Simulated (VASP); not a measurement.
CaO:

```
Ca O
1.0
     3.98103    0.00000    0.00000
    -1.99051    3.44767    0.00000
     0.00000    0.00000    4.77012
Ca O
2 2
Direct
  0.33333 0.66667 0.25000
  0.66667 0.33333 0.75000
  0.66667 0.33333 0.25000
  0.33333 0.66667 0.75000
```

Program: VASP 6.6.1. Alike in all runs: task single point; no spin polarisation; cell as given; k mesh 6 × 6 × 4; cutoff (eV) 520; smearing gaussian 0.01 eV.

Task: Order these runs on this cell by their band gap on the k mesh, lowest first.
A. level PBE; potentials or basis VASP PAW PBE potentials, release 64 (Ca_sv, O)
B. level r2SCAN; potentials or basis VASP PAW PBE potentials, release 64 (Ca_sv, O)
C. level LDA; potentials or basis VASP PAW LDA potentials, release 64 (Ca_sv, O)

Result: C (3.03 eV), A (3.19 eV), B (3.61 eV).
